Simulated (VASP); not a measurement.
# Ta3P3N (Pm-3m) in VASP: further runs

Runs on Ta3P3N. Level: PBE. Tasks: single point, relaxation of cell and atoms.

All numbers are computed with VASP 6.6.1; they aren't measurements. Logs are shortened: lines on timing, memory, paths and dates and some standing lists are left out, and cuts for length are marked.

## (1) The cell of the first run

The structure is cubic, space group Pm-3m (No. 221). The conventional cell has a = 5.021 Å, b = 5.021 Å, c = 5.021 Å, α = 90.00°, β = 90.00°, γ = 90.00°. Ta (site symmetry 4/mmm) has 4 P at 2.51 Å and 2 N at 2.51 Å within 3.3 Å. P (site symmetry 4/mmm) has 4 Ta at 2.51 Å within 3.3 Å. N (site symmetry m-3m) has 6 Ta at 2.51 Å within 3.3 Å.

The cell was generated, and may not be a known phase.

## (2) Single point, PBE

Contents of INCAR:

```
SYSTEM = Ta3P3N
PREC = Accurate
ENCUT = 520
EDIFF = 1E-6
ISMEAR = 0
SIGMA = 0.1
LREAL = .FALSE.
LASPH = .TRUE.
NELM = 80
ALGO = Normal
ISIF = 2
LWAVE = .FALSE.
LCHARG = .TRUE.
GGA = PE
LELF = .TRUE.
LVHAR = .TRUE.
NBANDS = 36
```

Contents of KPOINTS:

```
regular mesh
0
G
  4 4 4
  0 0 0
```

Contents of POSCAR:

```
Ta3P3N
1.0
    5.0208122000      0.0000000000      0.0000000000
    0.0000000000      5.0208122000      0.0000000000
    0.0000000000      0.0000000000      5.0208122000
Ta P N
3 3 1
Direct
    0.5000000000      0.0000000000      0.0000000000
    0.0000000000      0.5000000000      0.0000000000
    0.0000000000      0.0000000000      0.5000000000
    0.0000000000      0.5000000000      0.5000000000
    0.5000000000      0.0000000000      0.5000000000
    0.5000000000      0.5000000000      0.0000000000
    0.0000000000      0.0000000000      0.0000000000
```

Potentials or basis: VASP PAW PBE potentials, release 64 (Ta_pv, P, N).

On the command line:

```console
> cat potpaw_PBE.64/Ta_pv/POTCAR potpaw_PBE.64/P/POTCAR potpaw_PBE.64/N/POTCAR > POTCAR
> mpirun -np 1 vasp_std > vasp.out
```

OUTCAR:

```text
SYSTEM = Ta3P3N
   PREC = Accurate
   ENCUT = 520
   EDIFF = 1E-6
   ISMEAR = 0
   LREAL = .FALSE.
   LASPH = .TRUE.
   NELM = 80
   ISIF = 2
   GGA = PE

 ion  position               nearest neighbor table
   1  0.500  0.000  0.000-   5 2.51   6 2.51   7 2.51   5 2.51   6 2.51   7 2.51   3 3.55   2 3.55
                             2 3.55   2 3.55   3 3.55   3 3.55   3 3.55   2 3.55
   2  0.000  0.500  0.000-   4 2.51   6 2.51   7 2.51   4 2.51   7 2.51   6 2.51   3 3.55   1 3.55
                             3 3.55   1 3.55   3 3.55   1 3.55   3 3.55   1 3.55
   3  0.000  0.000  0.500-   4 2.51   5 2.51   7 2.51   7 2.51   4 2.51   5 2.51   2 3.55   2 3.55
                             2 3.55   1 3.55   2 3.55   1 3.55   1 3.55   1 3.55
   4  0.000  0.500  0.500-   2 2.51   3 2.51   2 2.51   3 2.51
   5  0.500  0.000  0.500-   1 2.51   3 2.51   1 2.51   3 2.51
   6  0.500  0.500  0.000-   1 2.51   2 2.51   1 2.51   2 2.51
   7  0.000  0.000  0.000-   1 2.51   2 2.51   3 2.51   3 2.51   2 2.51   1 2.51

  LATTYP: Found a simple cubic cell.
 ALAT       =     5.0208122000

  Lattice vectors:

 A1 = (   5.0208122000,   0.0000000000,   0.0000000000)
 A2 = (   0.0000000000,   5.0208122000,   0.0000000000)
 A3 = (   0.0000000000,   0.0000000000,   5.0208122000)

Analysis of symmetry for initial positions (statically):
=====================================================================
 Subroutine PRICEL returns:
 Original cell was already a primitive cell.

 Routine SETGRP: Setting up the symmetry group for a
 simple cubic supercell.

 Subroutine GETGRP returns: Found 48 space group operations
 (whereof 48 operations were pure point group operations)
 out of a pool of 48 trial point group operations.

The static configuration has the point symmetry O_h .

Analysis of symmetry for dynamics (positions and initial velocities):
=====================================================================
 Subroutine PRICEL returns:
 Original cell was already a primitive cell.

 Routine SETGRP: Setting up the symmetry group for a
 simple cubic supercell.

 Subroutine GETGRP returns: Found 48 space group operations
 (whereof 48 operations were pure point group operations)
 out of a pool of 48 trial point group operations.

The dynamic configuration has the point symmetry O_h .

 Subroutine INISYM returns: Found 48 space group operations
 (whereof 48 operations are pure point group operations),
 and found     1 'primitive' translations

----------------------------------------------------------------------------------------

                                     Primitive cell

  volume of cell :     126.5674

  direct lattice vectors                    reciprocal lattice vectors
     5.020812200  0.000000000  0.000000000     0.199170963  0.000000000  0.000000000
     0.000000000  5.020812200  0.000000000     0.000000000  0.199170963  0.000000000
     0.000000000  0.000000000  5.020812200     0.000000000  0.000000000  0.199170963

  length of vectors
     5.020812200  5.020812200  5.020812200     0.199170963  0.199170963  0.199170963

  position of ions in fractional coordinates (direct lattice)
     0.500000000  0.000000000  0.000000000
     0.000000000  0.500000000  0.000000000
     0.000000000  0.000000000  0.500000000
     0.000000000  0.500000000  0.500000000
     0.500000000  0.000000000  0.500000000
     0.500000000  0.500000000  0.000000000
     0.000000000  0.000000000  0.000000000

  ion indices of the primitive-cell ions
   primitive index   ion index
                 1           1
                 2           2
                 3           3
                 4           4
                 5           5
                 6           6
                 7           7

----------------------------------------------------------------------------------------

 KPOINTS: regular mesh

Automatic generation of k-mesh.
 Grid dimensions read from file:
 generate k-points for:    4    4    4

 Generating k-lattice:

  Cartesian coordinates                     Fractional coordinates (reciprocal lattice)
     0.049792741  0.000000000  0.000000000     0.250000000  0.000000000  0.000000000
     0.000000000  0.049792741  0.000000000     0.000000000  0.250000000  0.000000000
     0.000000000  0.000000000  0.049792741     0.000000000  0.000000000  0.250000000

  Length of vectors
     0.049792741  0.049792741  0.049792741

  Shift w.r.t. Gamma in fractional coordinates (k-lattice)
     0.000000000  0.000000000  0.000000000

 Subroutine IBZKPT returns following result:
 ===========================================

 Found     10 irreducible k-points:

 Following reciprocal coordinates:
            Coordinates               Weight
  0.000000  0.000000  0.000000      1.000000
  0.250000  0.000000  0.000000      6.000000
  0.500000  0.000000  0.000000      3.000000
  0.250000  0.250000  0.000000     12.000000
  0.500000  0.250000  0.000000     12.000000
  0.500000  0.500000  0.000000      3.000000
  0.250000  0.250000  0.250000      8.000000
  0.500000  0.250000  0.250000     12.000000
  0.500000  0.500000  0.250000      6.000000
  0.500000  0.500000  0.500000      1.000000
   k-points           NKPTS =     10   k-points in BZ     NKDIM =     10   number of bands    NBANDS=     36
   number of dos      NEDOS =    301   number of ions     NIONS =      7
   total plane-waves  NPLWV =  64000
   dimension x,y,z NGX =    40 NGY =   40 NGZ =   40
   dimension x,y,z NGXF=    80 NGYF=   80 NGZF=   80
   ions per type =               3   3   1
   NGX,Y,Z   is equivalent  to a cutoff of  13.24, 13.24, 13.24 a.u.
   NGXF,Y,Z  is equivalent  to a cutoff of  26.49, 26.49, 26.49 a.u.
 SYSTEM =  Ta3P3N
   PREC   = accura    normal or accurate (medium, high low for compatibility)
   ISTART =      0    job   : 0-new  1-cont  2-samecut
   ICHARG =      2    charge: 1-file 2-atom 10-const
   ISPIN  =      1    spin polarized calculation?
   LNONCOLLINEAR =      F non collinear calculations
   LSORBIT =      F    spin-orbit coupling
   LASPH  =      T    aspherical Exc in radial PAW
   ENCUT  =  520.0 eV  38.22 Ry    6.18 a.u.   9.34  9.34  9.34*2*pi/ulx,y,z
   NELM   =     80;   NELMIN=  2; NELMDL= -5     # of ELM steps
   EDIFF  = 0.1E-05   stopping-criterion for ELM
   LREAL  =      F    real-space projection
   EDIFFG = 0.1E-04   stopping-criterion for IOM
   NSW    =      0    number of steps for IOM
   IBRION =     -1    ionic relax: 0-MD 1-quasi-New 2-CG
   NFREE  =      0    steps in history (QN), initial steepest desc. (CG)
   ISIF   =      2    stress and relaxation
   ISYM   =      2    0-nonsym 1-usesym 2-fastsym
   POTIM  = 0.5000    time-step for ionic-motion
   TEBEG  =    0.0;   TEEND  =   0.0 temperature during run
   PSTRESS=    0.0 pullay stress
   NELECT =      53.0000    total number of electrons
   NUPDOWN=      -1.0000    fix difference up-down
   EMIN   =  10.00;   EMAX   =-10.00  energy-range for DOS
   EFERMI =   0.00;   METHOD = LEGACY
   ISMEAR =     0;   SIGMA  =   0.10  broadening in eV -4-tet -1-fermi 0-gaus
   EFERMI_NEDOS =   21; number of points for ismear=-14 and -15
   IALGO  =     38    algorithm
   IMIX   =      4    mixing-type and parameters
     AMIX     =   0.40;   BMIX     =  1.00
     AMIX_MAG =   1.60;   BMIX_MAG =  1.00
  volume/ion in A,a.u.               =      18.08       122.02
  Fermi-wavevector in a.u.,A,eV,Ry     =   1.224784  2.314506 20.410041  1.500096
  Thomas-Fermi vector in A             =   2.359846
   LORBIT       =      0    0 simple, 1 ext, 2 COOP (PROOUT), +10 PAW based schemes
   GGA     = PE    functional components
   LHFCALC =     F    Hartree Fock is set to
   AEXX    =    0.0000 exact exchange contribution
   IVDW    =     0    specifies the selected vdW correction
   LEPSILON=     F    determine dielectric tensor
   LRPA    =     F    only Hartree local field effects (RPA)
 non-spin polarized calculation
 Gauss-broadening in eV      SIGMA  =   0.10
  energy-cutoff  :      520.00
  volume of cell :      126.57
 maximum number of plane-waves:      3448
 NGX is ok and might be reduce to    40
   NGX = 19   NGY = 19   NGZ = 19

 number of electron      52.9999988 magnetization

 Free energy of the ion-electron system (eV)
  ---------------------------------------------------
  ext. energy  EPLUGINS =         0.00000000
  ---------------------------------------------------
  free energy    TOTEN  =       -61.18530536 eV

  energy without entropy =      -61.15052270  energy(sigma->0) =      -61.16791403

 E-fermi :   5.5178     XC(G=0): -10.9714

 val. band max:        5.5048645274   @ k =   0.0000   0.0000   0.0000
 cond. band min:       5.5198119247   @ k =   0.2500   0.2500   0.2500
 fundamental gap:      0.0149473973
 Fermi energy:         5.5178259345

 k-point     1 :       0.0000    0.0000    0.0000
  band No.  band energies     occupation
      1     -29.9513      2.00000
      2     -29.9513      2.00000
      3     -29.9513      2.00000
      4     -29.8110      2.00000
      5     -29.8110      2.00000
      6     -29.8110      2.00000
[... 28 lines left out ...]
     35       7.2025      0.00000
     36       8.1719      0.00000

 k-point     2 :       0.2500    0.0000    0.0000
  band No.  band energies     occupation
      1     -29.9451      2.00000
      2     -29.9451      2.00000
      3     -29.9406      2.00000
      4     -29.8139      2.00000
      5     -29.8139      2.00000
      6     -29.8137      2.00000
[... 28 lines left out ...]
     35       8.1985      0.00000
     36       8.2129      0.00000
[... 271 lines left out ...]
     35       9.0883      0.00000
     36      10.2697      0.00000

 k-point    10 :       0.5000    0.5000    0.5000
  band No.  band energies     occupation
      1     -30.0292      2.00000
      2     -29.8811      2.00000
      3     -29.8811      2.00000
      4     -29.8811      2.00000
      5     -29.8743      2.00000
      6     -29.8743      2.00000
[... 28 lines left out ...]
     35       9.1545      0.00000
     36      10.7194      0.00000

------------------------ aborting loop because EDIFF is reached ----------------------------------------

  FORCE on cell =-STRESS in cart. coord.  units (eV):
  Direction    XX          YY          ZZ          XY          YZ          ZX
  --------------------------------------------------------------------------------------
  -------------------------------------------------------------------------------------
  Total      -12.0325125    -12.0325125    -12.0325125      0.0000000     -0.0000000      0.0000000
  in kB     -152.3158052   -152.3158052   -152.3158052      0.0000000     -0.0000000      0.0000000
  external PRESSURE =    -152.3158052 kB  Pullay stress =       0.0000000 kB

 VOLUME and BASIS-vectors are now :
 -----------------------------------------------------------------------------
  energy-cutoff  :      520.00
  volume of cell :      126.57
      direct lattice vectors                 reciprocal lattice vectors
     5.020812200  0.000000000  0.000000000     0.199170963  0.000000000  0.000000000
     0.000000000  5.020812200  0.000000000     0.000000000  0.199170963  0.000000000
     0.000000000  0.000000000  5.020812200     0.000000000  0.000000000  0.199170963

 POSITION                                       TOTAL-FORCE (eV/Angst)
 -----------------------------------------------------------------------------------
      2.51041      0.00000      0.00000         0.000000      0.000000      0.000000
      0.00000      2.51041      0.00000         0.000000      0.000000      0.000000
      0.00000      0.00000      2.51041         0.000000      0.000000      0.000000
      0.00000      2.51041      2.51041         0.000000      0.000000      0.000000
      2.51041      0.00000      2.51041         0.000000      0.000000      0.000000
      2.51041      2.51041      0.00000         0.000000      0.000000      0.000000
      0.00000      0.00000      0.00000         0.000000      0.000000      0.000000
 -----------------------------------------------------------------------------------
    total drift:                                0.000000      0.000000     -0.000000

  FREE ENERGIE OF THE ION-ELECTRON SYSTEM (eV)
  ---------------------------------------------------
  free  energy   TOTEN  =       -61.1853053609 eV

  energy  without entropy=      -61.1505226986  energy(sigma->0) =      -61.16791403
```

It took 63 s on 1 thread of Intel Xeon 8259CL, shared host; peak memory 0.25 GiB.

What came out:

```
Free energy            : -61.1853 eV
Pressure               : -15.2 GPa
Band gap on the k mesh : zero (an odd number of electrons rules out a gap without spin polarisation)
```

Levels at points of the mesh, in eV from the Fermi level:
| k point | band 24 | band 25 | band 26 | band 27 | band 28 | band 29 |
| --- | --- | --- | --- | --- | --- | --- |
| (0.00, 0.00, 0.00) | -1.29 | -1.29 | -0.01 | -0.01 | -0.01 | 0.23 |
| (0.50, 0.00, 0.00) | -1.42 | -1.42 | -1.31 | -0.60 | 0.37 | 0.84 |
| (0.50, 0.50, 0.00) | -3.08 | 0.65 | 0.79 | 0.93 | 0.97 | 1.81 |
| (0.50, 0.50, 0.50) | -0.67 | -0.67 | 1.83 | 1.83 | 1.83 | 2.00 |

Caveat: the cell stands under tension; spin-orbit coupling is left out, which moves the levels of the heavy elements.

## (3) Single point, PBE

This run uses another cell than the first one, of 16.22 Å³/atom.

Contents of INCAR:

```
PREC = Accurate
ENCUT = 520
EDIFF = 1E-6
ISMEAR = 0
SIGMA = 0.1
LREAL = F
LASPH = T
NELM = 100
ALGO = Normal
ISIF = 2
LWAVE = F
LCHARG = F
GGA = PE
NBANDS = 36
```

Contents of KPOINTS:

```
Automatic mesh
0
Gamma
  8 8 8
```

POSCAR: that of step 2 with these lines changed.

```diff
@@ -2,5 +2,5 @@
 1.0
-    5.0208122000      0.0000000000      0.0000000000
-    0.0000000000      5.0208122000      0.0000000000
-    0.0000000000      0.0000000000      5.0208122000
+    4.8421658813      0.0000000000      0.0000000000
+    0.0000000000      4.8421658813      0.0000000000
+    0.0000000000      0.0000000000      4.8421658813
 Ta P N
```

Potentials or basis: VASP PAW PBE potentials, release 64 (Ta_pv, P, N).

On the command line:

```console
> cat potpaw_PBE.64/Ta_pv/POTCAR potpaw_PBE.64/P/POTCAR potpaw_PBE.64/N/POTCAR > POTCAR
> mpirun -np 1 vasp_std > vasp.out
```

Wall time 3.7 min (1 thread of Intel Xeon 8259CL, shared host); peak memory 0.28 GiB.

Results (log left out):

```
Free energy            : -61.9921 eV
Pressure               : 0.1 GPa
Band gap on the k mesh : zero (an odd number of electrons rules out a gap without spin polarisation)
```

Levels at points of the mesh, in eV from the Fermi level:
```tsv
k point	band 22	band 23	band 24	band 25	band 26	band 27	band 28	band 29	band 30	band 31
(0.00, 0.00, 0.00)	-2.55	-1.40	-1.40	-1.40	-0.36	-0.36	-0.36	0.01	0.01	0.43
(0.50, 0.00, 0.00)	-1.81	-1.81	-1.73	-1.70	-1.70	-1.07	0.17	0.56	0.56	1.79
(0.50, 0.50, 0.00)	-4.14	-3.56	-3.56	0.40	0.63	0.67	0.87	1.87	1.87	1.91
(0.50, 0.50, 0.50)	-4.77	-4.77	-0.97	-0.97	1.87	1.87	1.87	2.05	2.05	2.05
```

Caveat: spin-orbit coupling is left out, which moves the levels of the heavy elements.

(Continued in part 2 of 2.)

The gap in the log of VASP goes by the Fermi energy; the results here count the filled bands.